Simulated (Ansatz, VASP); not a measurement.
# CoO in VASP and in Ansatz

File INCAR:

```
SYSTEM = CoO
PREC = Accurate ; ENCUT = 520
EDIFF = 1E-6 ; ISMEAR = -1
SIGMA = 0.05 ; LREAL = .False.
LASPH = .True. ; NELM = 60
ALGO = Normal ; ISIF = 2
LWAVE = .False. ; LCHARG = .True.
GGA = PE ; LELF = .True.
LVHAR = .True. ; NBANDS = 14
```

File KPOINTS:

```
Automatic mesh
0
Gamma
  11 11 10
  0 0 0
```

File POSCAR:

```
CoO
1.0
    2.8562992300      0.0000000000      0.0000000000
   -1.4281496100      2.4736276900      0.0000000000
    0.0000000000      0.0000000000      2.7876065300
Co O
1 1
Direct
    0.0000000000      0.0000000000      0.0000000000
    0.6666666667      0.3333333333      0.5000000000
```

The input input.yaml:

```yaml
crystal:
  lattice:
    - [2.85629923, 0.0, 0.0]
    - [-1.42814961, 2.47362769, 0.0]
    - [0.0, 0.0, 2.78760653]
  atoms:
    - { symbol: Co, position: [0.0, 0.0, 0.0] }
    - { symbol: O, position: [0.6666666667, 0.3333333333, 0.5] }
hamiltonian:
  xc: pbe
  pseudopotentials: { kind: paw }
kpoints:
  mp_grid: { grid: [11, 11, 10] }
scf:
  occupations: { method: fermi_dirac, width: 0.05 }
output:
  forces: true
  stress: true
  eigenvalues: true
```

Alike in both runs: task single point; functional PBE; k mesh 11 × 11 × 10; occupations fermi-dirac, width 0.05 eV; no spin polarisation.

|  | VASP | Ansatz |
| --- | --- | --- |
| version | VASP 6.6.1 | Ansatz 0.2.0 |
| potentials or method | VASP PAW PBE potentials, release 64 (Co, O) | Ansatz PAW |
| plane-wave cutoff (eV) | 520 | 420 |
| valence electrons in the cell | 15 | 23 |

Ansatz gave:

- gap on the k mesh at the Fermi level (eV): none
- pressure (GPa): -19.0
- traceless stress, the component that is largest in VASP (GPa): -3.47

Q: Which values does VASP return?

A: gap on the k mesh at the Fermi level (eV): none; pressure (GPa): -19.2; traceless stress, the component that is largest in VASP (GPa): -3.70.

A gap of «none» marks a metal or a gap that the smearing closes. VASP's potentials hold 15 valence electrons a cell and Ansatz's 23, so a difference there can come from the potentials and not from the codes.
